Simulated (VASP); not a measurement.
Write the native input for VASP 6.6.1 that does the following.

* Task: relaxation of cell and atoms
* Functional: PBEsol
* Potentials or basis: VASP PAW PBE potentials, release 64 (Te)
* Cutoff: 600 eV
* k mesh: 14 × 14 × 14
* Occupations: gaussian, width 0.1 eV
* Spin: no spin polarisation
* Dipole correction: no
* Further INCAR settings: ALGO = Normal; EDIFF = 1e-06; IBRION = 2; EDIFFG = -0.01; NSW = 100; ISIF = 3

The structure of Te lies in POSCAR:

```
Te
1.0
    0.0000000000      3.5292247665      3.5292247665
    3.5292247665      0.0000000000      3.5292247665
    3.5292247665      3.5292247665      0.0000000000
Te
2
Direct
    0.0000000000      0.0000000000      0.0000000000
    0.2500000000      0.2500000000      0.2500000000
```

This isn't the form of Te at room conditions, which is trigonal, of chains.

The input as run:

INCAR

```
ALGO     = Normal         # electronic algorithm
EDIFF    = 1E-6           # SCF threshold, eV
EDIFFG   = -0.01          # ionic threshold
ENCUT    = 600            # plane-wave cutoff, eV
GGA      = PS             # functional
IBRION   = 2              # ionic algorithm
ISIF     = 3              # what is computed and relaxed
ISMEAR   = 0              # smearing method
LASPH    = True           # aspherical terms in the spheres
LCHARG   = False          # write CHGCAR
LREAL    = False          # projectors in reciprocal space
LWAVE    = False          # write WAVECAR
NELM     = 100            # most SCF steps
NSW      = 100            # ionic steps
PREC     = Accurate       # precision mode
SIGMA    = 0.1            # smearing width, eV
```

KPOINTS

```
k-points
0
Gamma
  14 14 14
```

Potentials or basis: VASP PAW PBE potentials, release 64 (Te).

Run with:

```sh
$ cat potpaw_PBE.64/Te/POTCAR > POTCAR
$ mpirun -np 1 vasp_std > vasp.out
```

It gave:

The relaxed volume is 44.05 Å³/atom and the relaxed cell is a = 4.994 Å, b = 4.994 Å, c = 4.994 Å, α = 60.00°, β = 60.00°, γ = 60.00°. The space group after relaxing (to 0.1 Å) is Fd-3m (No. 227), the energy gained by relaxing is 0.0 meV/atom and the ionic steps are 2. The pressure after relaxing is 0.0 GPa and the band gap on the k mesh is zero (bands 6 and 7 overlap by 0.97 eV).

Caveat: the PAW data sets were made with another functional, which shifts forces and pressure a little; spin-orbit coupling is left out, which moves the levels of the heavy elements.

It took 120 s on 1 thread of Intel(R) Xeon(R) Platinum 8488C (Sapphire Rapids) (shared host), peak memory 0.3 GiB.
